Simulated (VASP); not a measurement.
Wanted: the native input for a VASP 6.6.1 run.

```yaml
Task: single point
Functional: PBE
Potentials_or_basis: VASP PAW PBE potentials, release 64 (Ge_d)
Cutoff: 520 eV
k_mesh: 4 × 4 × 4
Occupations: gaussian, width 0.1 eV
Spin: no spin polarisation
Dipole_correction: no
Further_INCAR_settings: ALGO = Normal; EDIFF = 1e-07; NBANDS = 73; ISYM = 0
```

The structure of Ge lies in POSCAR:

```
Ge
1.0
    5.5285293513      1.2420616968     -0.4583432680
    1.1969312146      5.9857939312      0.1997342889
   -0.5134330198      0.2569102558      5.5997881946
Ge
9
Direct
    0.2257996112      0.2530372809      0.4526318017
    0.5591426060      0.2530328504      0.1192954112
    0.1147624520      0.9196810683      0.2303840478
    0.7814104985     -0.0802983971      0.5636905186
    0.6702232360      0.5863544069      0.3415519828
    0.3368905165      0.5863650492      0.6748745658
    0.4480583060      0.9197209296      0.8970265371
    0.8924766377      0.2530253374      0.7859767083
    1.0035381664      0.5863864005      1.0081856503
```

These files were run (other wordings do the same):

INCAR

```
PREC = Accurate ; ENCUT = 520
EDIFF = 1E-7 ; ISMEAR = 0
SIGMA = 0.1 ; LREAL = False
LASPH = True ; NELM = 60
ALGO = Normal ; ISIF = 2
LWAVE = False ; LCHARG = False
GGA = PE ; NBANDS = 73
ISYM = 0
```

KPOINTS

```
Automatic mesh
0
Gamma
  4 4 4
```

Potentials or basis: VASP PAW PBE potentials, release 64 (Ge_d).

Launch:

```sh
$ cat potpaw_PBE.64/Ge_d/POTCAR > POTCAR
$ mpirun -np 1 vasp_std > vasp.out
```

It gave:

```
Pressure               : 0.0 GPa
Band gap on the k mesh : zero (band 63 reaches 7.52 eV, above the bottom of band 64 at 4.93 eV)
```

Wall time 11 min on 1 thread of Oxide Virtual Turin-like Processor (shared host), peak memory 0.43 GiB.
